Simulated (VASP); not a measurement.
**SnGe5: single point with PBE**

Crystal: SnGe5.

```
Sn Ge
1.0
     7.89896    0.00000    0.00000
    -3.94948    6.84070    0.00000
     0.00000    0.00000    2.84623
Sn Ge
1 5
Direct
  0.00000 0.00000 0.00000
  0.64691 0.00000 0.00000
  0.00000 0.64691 0.00000
  0.35309 0.35309 0.00000
  0.33333 0.66667 0.00000
  0.66667 0.33333 0.00000
```

```json
{"Program": "VASP 6.6.1", "Task": "single point", "Functional": "PBE", "Potentials or basis": "VASP PAW PBE potentials, release 64 (Sn_d, Ge_d)", "Cutoff": "520 eV", "k mesh": "6 × 6 × 14", "Occupations": "gaussian, width 0.1 eV", "Spin": "no spin polarisation", "Dipole correction": "no", "k mesh for the DOS": "9 × 9 × 21", "Occupations for the DOS": "tetrahedron", "Further INCAR settings": "ALGO = Normal; EDIFF = 1e-06; NBANDS = 51"}
```

* Valence electrons inside the program's atomic spheres: Sn 12.31; Ge 12.25, 12.26 (each value once)

Levels at points of the mesh, in eV from the Fermi level:
| k point | band 40 | band 41 | band 42 | band 43 | band 44 | band 45 |
| --- | --- | --- | --- | --- | --- | --- |
| (0.00, 0.00, 0.00) | -2.28 | 1.75 | 1.75 | 2.02 | 2.29 | 2.29 |

It took 18 min on 1 thread of Intel Xeon 8259CL (shared host), peak memory 0.8 GiB.

Caveat: spin-orbit coupling is left out, which moves the levels of the heavy elements.
